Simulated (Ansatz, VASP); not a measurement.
# Be: VASP beside Ansatz

```
Be
1.0
    -1.29309    1.29309    1.18437
     1.29309   -1.29309    1.18437
     1.29309    1.29309   -1.18437
Be
1
Direct
  0.00000 0.00000 0.00000
```

Alike in both runs: functional r2SCAN; k mesh 10 × 10 × 10; occupations gaussian, width 0.1 eV; no spin polarisation.

Ansatz relaxed the structure, and its values are those at the end. VASP's run is a single point on that final structure, the one shown.

|  | VASP | Ansatz |
| --- | --- | --- |
| version | VASP 6.6.1 | Ansatz 0.2.0 |
| potentials or method | VASP PAW PBE potentials, release 64 (Be), cutoff 660 eV | scalar-relativistic, plane waves, PAW |
| valence electrons in the cell | 2 | 2 |

|  | VASP | Ansatz | Ansatz less VASP |
| --- | --- | --- | --- |
| gap on the k mesh at the Fermi level (eV) | none | none | - |
| pressure (GPa) | 0.2 | 0.0 | -0.16 |

VASP's potentials were made for PBE, not for r2SCAN. A gap of «none» marks a metal or a gap that the smearing closes. With one functional, cell and mesh, what is left measures potentials, basis and numerics.
